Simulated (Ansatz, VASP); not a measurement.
# One calculation of CsBr, two programs

```
Cs Br
1.0
     4.31960    0.00000    0.00000
     0.00000    4.31960    0.00000
     0.00000    0.00000    4.31960
Cs Br
1 1
Direct
  0.00000 0.00000 0.00000
  0.50000 0.50000 0.50000
```

Alike in both runs: task single point; functional PBE; k mesh 6 × 6 × 6; no spin polarisation.

|  | VASP | Ansatz |
| --- | --- | --- |
| version | VASP 6.6.1 | Ansatz 0.2.0 |
| potentials or method | VASP PAW PBE potentials, release 64 (Cs_sv, Br) | plane waves, PAW |
| plane-wave cutoff (eV) | 500 | 420 |
| occupations | gaussian, width 0.01 eV | fixed |
| valence electrons in the cell | 16 | 16 |

```csv
,VASP,Ansatz,Ansatz less VASP
gap on the k mesh at the Fermi level (eV),4.42,4.44,+0.013
pressure (GPa),0.7,0.7,-0.04
```

Spin-orbit coupling is off throughout.
